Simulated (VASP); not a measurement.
# SbMo (rocksalt type): single point with PBE

Crystal: SbMo (rocksalt type).

```
Mo Sb
1.0
     0.00000    2.76024    2.76024
     2.76024    0.00000    2.76024
     2.76024    2.76024    0.00000
Mo Sb
1 1
Direct
  0.00000 0.00000 0.00000
  0.50000 0.50000 0.50000
```

```yaml
Program: VASP 6.6.1
Task: single point
Functional: PBE
Potentials_or_basis: VASP PAW PBE potentials, release 64 (Mo_sv, Sb)
Cutoff: 520 eV
k_mesh: 10 × 10 × 10
Occupations: fermi-dirac, width 0.03 eV
Spin: no spin polarisation
```

```json
{"Pressure": "-0.1 GPa", "Band gap on the k mesh": "zero (an odd number of electrons rules out a gap without spin polarisation)"}
```

Levels at points of the mesh, in eV from the Fermi level:
```tsv
k point	band 6	band 7	band 8	band 9	band 10	band 11	band 12	band 13	band 14	band 15
(0.00, 0.00, 0.00)	-1.38	-1.38	-1.38	-0.97	-0.97	1.17	1.17	1.17	6.47	7.06
(0.50, 0.00, 0.00)	-6.23	-3.60	-3.60	-0.04	-0.04	0.66	3.90	6.27	6.27	6.30
(0.50, 0.50, 0.00)	-4.51	-2.70	-1.32	-1.32	-0.32	0.49	0.49	1.48	3.89	8.68
```

Wall time 51 s on 1 thread of Intel Xeon 8259CL, on a shared host, peak memory 0.19 GiB.

Caveat: spin-orbit coupling is left out, which moves the levels of the heavy elements.
